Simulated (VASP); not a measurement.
# BN: single point with PBE-based screened hybrid with 40 % exact exchange

The system is BN.

```
CELL_PARAMETERS angstrom
0.00000 1.80482 1.80482
1.80482 0.00000 1.80482
1.80482 1.80482 0.00000
ATOMIC_POSITIONS crystal
B 0.00000 0.00000 0.00000
N 0.25000 0.25000 0.25000
```

```json
{"Program": "VASP 6.6.1", "Task": "single point", "Functional": "PBE-based screened hybrid with 40 % exact exchange", "Potentials or basis": "VASP PAW PBE potentials, release 64 (B, N)", "Cutoff": "520 eV", "k mesh": "6 × 6 × 6", "Occupations": "gaussian, width 0.01 eV", "Spin": "no spin polarisation"}
```

| Item | Value |
| --- | --- |
| Pressure | -8.5 GPa |
| Band gap on the k mesh | 6.21 eV (least direct gap 11.22 eV) |

Levels at points of the mesh, in eV from the valence-band top:
```tsv
k point	band 1	band 2	band 3	band 4	band 5	band 6	band 7	band 8
(0.00, 0.00, 0.00)	-23.15	0.00	0.00	0.00	11.22	11.22	11.22	12.87
(0.50, 0.00, 0.00)	-18.44	-12.11	-2.18	-2.18	12.51	13.20	13.20	18.24
(0.50, 0.50, 0.00)	-16.89	-10.20	-5.53	-5.53	6.21	11.26	21.58	21.58
```

Wall time 3.9 min on 1 thread of AMD EPYC 7R13, on a shared host, peak memory 0.19 GiB.

Caveat: the k points lie up to 0.50 Å⁻¹ apart; the PAW data sets were made with another functional, which shifts forces and pressure a little. A k mesh can miss the band edges.
